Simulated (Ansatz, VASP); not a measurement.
## BN: VASP beside Ansatz

```
CELL_PARAMETERS angstrom
2.49134 0.00000 0.00000
-1.24567 2.15756 0.00000
0.00000 0.00000 4.00106
ATOMIC_POSITIONS crystal
B 0.00000 0.00000 0.00000
B 0.00000 0.00000 0.50000
N 0.33333 0.66667 0.25000
N 0.66667 0.33333 0.75000
```

Alike in both runs: task single point; functional LDA; k mesh 12 × 12 × 6; no spin polarisation.

|  | VASP | Ansatz |
| --- | --- | --- |
| version | VASP 6.6.1 | Ansatz 0.2.0 |
| potentials or method | VASP PAW LDA potentials, release 64 (B, N) | plane waves, PAW |
| plane-wave cutoff (eV) | 520 | 420 |
| occupations | gaussian, width 0.01 eV | fixed |
| valence electrons in the cell | 16 | 16 |

VASP gave:

```
gap on the k mesh at the Fermi level (eV)                     : 1.67
pressure (GPa)                                                : -9.5
traceless stress, the component that is largest in VASP (GPa) : 2.60
```

Question: What did Ansatz give for the same quantities?

Answer: gap on the k mesh at the Fermi level (eV): 1.69; pressure (GPa): -10.0; traceless stress, the component that is largest in VASP (GPa): 2.72.

LDA's correlation is that of Perdew and Zunger in VASP and of Perdew and Wang (1992) in Ansatz.
